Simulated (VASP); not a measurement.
**Zr2SbN: relaxation of cell and atoms with LDA**

Crystal: Zr2SbN.

```
Zr Sb N
1.0
     3.72121    0.00000    0.00000
     0.00000    3.72121    0.00000
     0.00000    0.00000    5.29400
Zr Sb N
2 1 1
Direct
  0.00000 0.00000 0.00000
  0.50000 0.50000 0.50000
  0.00000 0.00000 0.50000
  0.50000 0.50000 0.00000
```

* Program: VASP 6.6.1
* Task: relaxation of cell and atoms
* Functional: LDA
* Potentials or basis: VASP PAW LDA potentials, release 64 (Zr_sv, Sb, N)
* Cutoff: 600 eV
* k mesh: 12 × 12 × 8
* Occupations: fermi-dirac, width 0.15 eV
* Spin: no spin polarisation
* Dipole correction: no
* Further INCAR settings: ALGO = Normal; EDIFF = 1e-07; IBRION = 2; EDIFFG = -0.001; NSW = 80; ISIF = 3

```
Relaxed volume                         : 18.40 Å³/atom
Relaxed cell                           : a = 3.726 Å, b = 3.726 Å, c = 5.301 Å, α = 90.00°, β = 90.00°, γ = 90.00°
Space group after relaxing (to 0.05 Å) : P4/mmm (No. 123)
Energy gained by relaxing              : 0.1 meV/atom
Ionic steps                            : 4
Pressure after relaxing                : 0.0 GPa
Band gap on the k mesh                 : zero (band 17 reaches 11.15 eV, above the bottom of band 18 at 8.40 eV)
```

Step by step:
```tsv
step	energy change (eV)	largest force (eV/Å)	pressure (GPa)	volume (Å³)
1	0.0000	0.0000	0.53	73.31
2	0.0003	0.0000	-0.67	73.96
3	-0.0005	0.0000	0.00	73.59
4	-0.0005	0.0000	0.00	73.59
```

Final structure:
```
Zr Sb N
1.0
     3.72587    0.00000    0.00000
     0.00000    3.72587    0.00000
     0.00000    0.00000    5.30085
Zr Sb N
2 1 1
Cartesian
  0.0000 0.0000 0.0000
  1.8629 1.8629 2.6504
  0.0000 0.0000 2.6504
  1.8629 1.8629 0.0000
```

Levels at points of the mesh, in eV from the Fermi level:
| k point | band 15 | band 16 | band 17 | band 18 | band 19 | band 20 |
| --- | --- | --- | --- | --- | --- | --- |
| (0.00, 0.00, 0.00) | -0.83 | -0.56 | -0.56 | -0.38 | 0.00 | 0.00 |
| (0.50, 0.00, 0.00) | -3.52 | -3.41 | 0.70 | 0.82 | 0.90 | 1.52 |
| (0.50, 0.50, 0.00) | -2.29 | -1.96 | -1.96 | -1.23 | 1.12 | 1.85 |
| (0.00, 0.00, 0.50) | -2.32 | -1.54 | -1.54 | -1.08 | 0.48 | 1.18 |
| (0.50, 0.00, 0.50) | -3.71 | -3.60 | 1.25 | 1.47 | 1.57 | 1.81 |
| (0.50, 0.50, 0.50) | -3.68 | -3.54 | 0.36 | 0.36 | 1.47 | 1.47 |

Run time: 10 min on 1 thread of Intel Xeon 6975P-C, on a shared host, peak memory 0.39 GiB.

Caveat: spin-orbit coupling is left out, which moves the levels of the heavy elements.
